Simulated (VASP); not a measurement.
## Ga: single point with PBEsol+D3(BJ)

Ga:

```
Ga
1.0
    -1.37204    1.37204    2.22549
     1.37204   -1.37204    2.22549
     1.37204    1.37204   -2.22549
Ga
1
Direct
  0.00000 0.00000 0.00000
```

```yaml
Program: VASP 6.6.1
Task: single point
Functional: PBEsol
Dispersion: D3(BJ)
Potentials_or_basis: VASP PAW PBE potentials, release 64 (Ga_d)
Cutoff: 520 eV
k_mesh: 13 × 13 × 13
Occupations: fermi-dirac, width 0.05 eV
Spin: no spin polarisation
Dipole_correction: no
Further_INCAR_settings: ALGO = Normal; EDIFF = 1e-07; NBANDS = 12
```

The pressure is 0.1 GPa and the dispersion energy per atom is -0.338 eV.

Levels at points of the mesh, in eV from the Fermi level:
| k point | band 4 | band 5 | band 6 | band 7 | band 8 | band 9 |
| --- | --- | --- | --- | --- | --- | --- |
| (0.00, 0.00, 0.00) | -14.88 | -14.69 | -11.97 | 13.62 | 13.63 | 13.63 |

It took 12 s on 1 thread of Intel(R) Xeon(R) 6975P-C (Granite Rapids) (shared host), peak memory 0.17 GiB.

Caveat: the PAW data sets were made with another functional, which shifts forces and pressure a little; pairwise dispersion overbinds metals, which lowers pressure and volume.
